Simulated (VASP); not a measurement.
## BAs: single point with r2SCAN

BAs:

```
CELL_PARAMETERS angstrom
0.00000 2.43970 2.43970
2.43970 0.00000 2.43970
2.43970 2.43970 0.00000
ATOMIC_POSITIONS crystal
B 0.00000 0.00000 0.00000
As 0.25000 0.25000 0.25000
```

This cell differs from its parent crystal: strain +2.0%.

```
Program             : VASP 6.6.1
Task                : single point
Functional          : r2SCAN
Potentials or basis : VASP PAW PBE potentials, release 64 (B, As)
Cutoff              : 520 eV
k mesh              : 10 × 10 × 10
Occupations         : gaussian, width 0.01 eV
Spin                : no spin polarisation
```

The pressure is -7.3 GPa and the band gap on the k mesh is 1.44 eV, indirect (least direct gap 3.38 eV).

Levels at points of the mesh, in eV from the valence-band top:
| k point | band 2 | band 3 | band 4 | band 5 | band 6 | band 7 |
| --- | --- | --- | --- | --- | --- | --- |
| (0.00, 0.00, 0.00) | 0.00 | 0.00 | 0.00 | 3.38 | 3.38 | 3.38 |
| (0.50, 0.00, 0.00) | -8.77 | -1.82 | -1.82 | 2.60 | 4.99 | 4.99 |
| (0.50, 0.50, 0.00) | -8.70 | -4.04 | -4.04 | 1.69 | 1.75 | 11.54 |

It took 42 s on 1 thread of Intel(R) Xeon(R) 6975P-C (Granite Rapids), with other jobs on the host, peak memory 0.17 GiB.

Caveat: the cell differs from its parent crystal (strain +2.0%); the PAW data sets were made with another functional, which shifts forces and pressure a little. A k mesh can miss the band edges.
